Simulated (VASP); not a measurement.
**Ti3Al: single point with r2SCAN**

Crystal: Ti3Al.

```
CELL_PARAMETERS angstrom
2.92143 0.00000 0.00000
-1.46071 2.53003 0.00000
0.00000 0.00000 9.20101
ATOMIC_POSITIONS crystal
Ti 0.66667 0.33333 0.00000
Ti 0.33333 0.66667 0.75039
Ti 0.33333 0.66667 0.24961
Al 0.66667 0.33333 0.50000
```

```
Program                : VASP 6.6.1
Task                   : single point
Functional             : r2SCAN
Potentials or basis    : VASP PAW PBE potentials, release 64 (Ti_sv, Al)
Cutoff                 : 520 eV
k mesh                 : 24 × 24 × 6
Occupations            : gaussian, width 0.15 eV
Spin                   : no spin polarisation
Dipole correction      : no
Further INCAR settings : ALGO = Normal; EDIFF = 1e-06; NBANDS = 28
```

```yaml
Pressure: 0.2 GPa
Largest_force: 0.019 eV/Å
Band_gap_on_the_k_mesh: zero (an odd number of electrons rules out a gap without spin polarisation)
```

Forces on the atoms (eV/Å):
```
Ti   0.000  0.000  0.000
Ti   0.000  0.000 -0.019
Ti   0.000  0.000  0.019
Al   0.000  0.000  0.000
```

Levels at points of the mesh, in eV from the Fermi level:
| k point | band 16 | band 17 | band 18 | band 19 | band 20 | band 21 | band 22 | band 23 | band 24 | band 25 |
| --- | --- | --- | --- | --- | --- | --- | --- | --- | --- | --- |
| (0.00, 0.00, 0.00) | -2.63 | -0.90 | 0.41 | 0.80 | 0.94 | 0.94 | 1.04 | 1.04 | 1.36 | 1.36 |
| (0.50, 0.00, 0.00) | -2.25 | -1.55 | -1.27 | -0.73 | -0.51 | 1.00 | 1.06 | 1.17 | 1.95 | 2.52 |
| (0.00, 0.00, 0.50) | -3.39 | -1.13 | 0.38 | 0.85 | 0.95 | 0.95 | 1.03 | 1.03 | 1.37 | 1.37 |
| (0.50, 0.00, 0.50) | -2.15 | -1.64 | -1.28 | -0.99 | -0.22 | 0.93 | 1.02 | 1.15 | 2.07 | 2.69 |

Run time: 31 min on 1 thread of AMD EPYC 9R45 96-Core Processor (Zen 5), with other jobs on the host, peak memory 0.46 GiB.

Caveat: the PAW data sets were made with another functional, which shifts forces and pressure a little.
